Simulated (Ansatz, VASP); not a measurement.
Sb in VASP and in Ansatz

```
CELL_PARAMETERS angstrom
3.47007 0.00000 0.00000
-1.73504 3.00517 0.00000
0.00000 0.00000 5.48990
ATOMIC_POSITIONS crystal
Sb 0.33333 0.66667 0.25000
Sb 0.66667 0.33333 0.75000
```

Change from the starting cell: strain +0.030 along x and y, +0.030 along z, atoms carried along.

Alike in both runs: task single point; functional PBE; dispersion D3(BJ); k mesh 18 × 18 × 10; occupations gaussian, width 0.15 eV; no spin polarisation.

|  | VASP | Ansatz |
| --- | --- | --- |
| version | VASP 6.6.1 | Ansatz 0.2.0 |
| potentials or method | VASP PAW PBE potentials, release 64 (Sb), cutoff 520 eV | scalar-relativistic, plane waves, PAW |
| valence electrons in the cell | 10 | 30 |

|  | VASP | Ansatz | Ansatz less VASP |
| --- | --- | --- | --- |
| gap on the k mesh at the Fermi level (eV) | none | none | - |
| pressure (GPa) | -5.1 | -5.0 | +0.13 |
| traceless stress, the component that is largest in VASP (GPa) | 0.71 | 0.71 | +0.007 |

A gap of «none» marks a metal or a gap that the smearing closes. VASP's potentials hold 10 valence electrons a cell and Ansatz's 30, so a difference there can come from the potentials and not from the codes.

Neither program's run includes spin-orbit coupling.
